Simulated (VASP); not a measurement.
A run of VASP 6.6.1 is set up as follows.

The input POSCAR:

```
GdP
1.0
    0.0000000000      2.8267746727      2.8267746727
    2.8267746727      0.0000000000      2.8267746727
    2.8267746727      2.8267746727      0.0000000000
Gd P
1 1
Direct
    0.5000000000      0.5000000000      0.5000000000
    0.0000000000      0.0000000000      0.0000000000
```

Contents of INCAR.step1:

```
PREC = Accurate
ENCUT = 520
EDIFF = 1E-6
ISMEAR = 0
SIGMA = 0.05
LREAL = F
LASPH = T
NELM = 150
ALGO = Normal
ISIF = 2
LWAVE = F
LCHARG = T
ISPIN = 2
MAGMOM = 7.62 0
LMAXMIX = 6
GGA = PS
NBANDS = 22
```

KPOINTS.step1

```
regular mesh
0
Gamma
  10 10 10
```

File INCAR.step2:

```
PREC = Accurate
ENCUT = 520
EDIFF = 1E-6
ISMEAR = -5
SIGMA = 0.05
LREAL = F
LASPH = T
NELM = 150
ALGO = Normal
ISIF = 2
LWAVE = F
LCHARG = F
ISPIN = 2
MAGMOM = 7.62 0
LORBIT = 11
LMAXMIX = 6
GGA = PS
NEDOS = 2001
ICHARG = 11
```

File KPOINTS.step2:

```
regular mesh
0
Gamma
  15 15 15
```

Potentials or basis: VASP PAW PBE potentials, release 64 (Gd, P).

Launch:

```console
$ cat potpaw_PBE.64/Gd/POTCAR potpaw_PBE.64/P/POTCAR > POTCAR
$ cp INCAR.step1 INCAR
$ cp KPOINTS.step1 KPOINTS
$ mpirun -np 1 vasp_std > vasp.out
$ cp INCAR.step2 INCAR
$ cp KPOINTS.step2 KPOINTS
$ mpirun -np 1 vasp_std > vasp.out
```

Task: Predict the site moments.

Result: Gd +6.80; P -0.06 μB.

Task: What does it give for the net moment?

Result: 6.98 μB per cell.

Caveat: a cell with one magnetic atom can't hold antiferromagnetic order, which such compounds often take. The state reached can hang on the start; a lower one may exist.
